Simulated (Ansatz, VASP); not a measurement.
## TiSi2: VASP beside Ansatz

File INCAR:

```
ALGO = Normal
EDIFF = 1E-6
ENCUT = 520
GGA = PE
ISIF = 2
ISMEAR = -1
LASPH = True
LCHARG = False
LREAL = False
LWAVE = False
NBANDS = 17
NELM = 100
PREC = Accurate
SIGMA = 0.03
```

KPOINTS

```
k-points
0
Gamma
  4 4 6
```

The input POSCAR:

```
TiSi2
1.0
    4.3746400000      0.0000000000      0.0000000000
   -2.1873200000      3.7885500000      0.0000000000
    0.0000000000      0.0000000000      2.5610100000
Ti Si
1 2
Direct
    0.0000000000      0.0000000000      0.0000000000
    0.3333300000      0.6666700000      0.5000000000
    0.6666700000      0.3333300000      0.5000000000
```

File input.yaml:

```yaml
crystal:
  lattice:
    - [4.37464, 0.0, 0.0]
    - [-2.18732, 3.78855, 0.0]
    - [0.0, 0.0, 2.56101]
  atoms:
    - { symbol: Ti, position: [0.0, 0.0, 0.0] }
    - { symbol: Si, position: [0.33333, 0.66667, 0.5] }
    - { symbol: Si, position: [0.66667, 0.33333, 0.5] }
kpoints:
  mp_grid: { grid: [4, 4, 6] }
scf:
  occupations: { method: fermi_dirac, width: 0.03 }
hamiltonian:
  xc: pbe
  pseudopotentials: { kind: all_electron, lapw: { basis_error: 0.002 } }
output:
  forces: true
  stress: true
  eigenvalues: true
```

Alike in both runs: task single point; functional PBE; k mesh 4 × 4 × 6; occupations fermi-dirac, width 0.03 eV; no spin polarisation.

```csv
,VASP,Ansatz
version,VASP 6.6.1,Ansatz 0.2.0
potentials or method,"VASP PAW PBE potentials, release 64 (Ti_sv, Si), cutoff 520 eV","all-electron LAPW, scalar-relativistic"
```

Ansatz gave:

- gap on the k mesh at the Fermi level (eV): none
- pressure (GPa): 1.3
- traceless stress, the component that is largest in VASP (GPa): -5.36

Task: Estimate VASP's values.

Result: gap on the k mesh at the Fermi level (eV): none; pressure (GPa): 1.2; traceless stress, the component that is largest in VASP (GPa): -5.34.

A gap of «none» marks a metal or a gap that the smearing closes. Ansatz ran all-electron here, and VASP with PAW potentials.

The k mesh is coarse, so the values compare programs but aren't converged. Noted on Ansatz's run: the k mesh is thin for a metal, which can move the energy by tens of meV per atom.
